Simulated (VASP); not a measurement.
Here is a VASP 6.6.1 calculation.

File INCAR:

```
ALGO = Normal ; EDIFF = 1E-6
ENCUT = 520 ; GGA = PS
ISIF = 2 ; ISMEAR = 0
LASPH = True ; LCHARG = False
LREAL = Auto ; LWAVE = False
NBANDS = 32 ; NELM = 80
PREC = Accurate ; SIGMA = 0.05
```

The input KPOINTS:

```
k-points
0
Gamma
  5 5 3
```

The input POSCAR:

```
Be16C
1.0
   -2.2900000000     -3.9663960000      0.0000000000
    3.4350000000     -1.9831980000      0.0000000000
    0.0000000000      0.0000000000      7.1768600000
Be C
16 1
Direct
    0.7525740765      0.4978636492      0.0044254730
    0.5008677979      0.2583453442      0.2457159538
    0.7498490574      0.5057415841      0.4911869536
    0.4998969003      0.3309941490      0.7515951266
    0.4998773059     -0.0141414758     -0.0053958138
    0.2031812528      0.8647097726      0.2490224137
    0.5001836566     -0.0342202114      0.5011879847
    0.2479320661      0.8361354967      0.7515438507
    0.2468944599      0.4980641377      0.0047437180
   -0.0002247935      0.3250702250      0.2499602890
    0.2499252718      0.5063792933      0.4906403357
    0.0002268052      0.3448321351      0.7525782863
   -0.0001669810      0.0216505425     -0.0052911719
    0.7983833394      0.8620034490      0.2490419208
    0.0001678512      0.0377855543      0.5075301734
    0.7520855996      0.8358104870      0.7515770128
    0.5004745846      0.6594543810      0.3022601806
```

Potentials or basis: VASP PAW PBE potentials, release 64 (Be, C).

Launch:

```console
$ cat potpaw_PBE.64/Be/POTCAR potpaw_PBE.64/C/POTCAR > POTCAR
$ mpirun -np 1 vasp_std > vasp.out
```

**Question.** What does it give for the band gap on the k mesh?

**Answer.** Zero (bands 18 and 19 overlap by 0.53 eV).

**Question.** What does it give for the largest force?

**Answer.** 2.314 eV/Å.

**Question.** Estimate the pressure.

**Answer.** 7.3 GPa.

Stress tensor (GPa, compression positive):
```
 8.80  2.23  2.20
 2.23 11.66 -1.25
 2.20 -1.25  1.39
```

Caveat: the PAW data sets were made with another functional, which shifts forces and pressure a little.
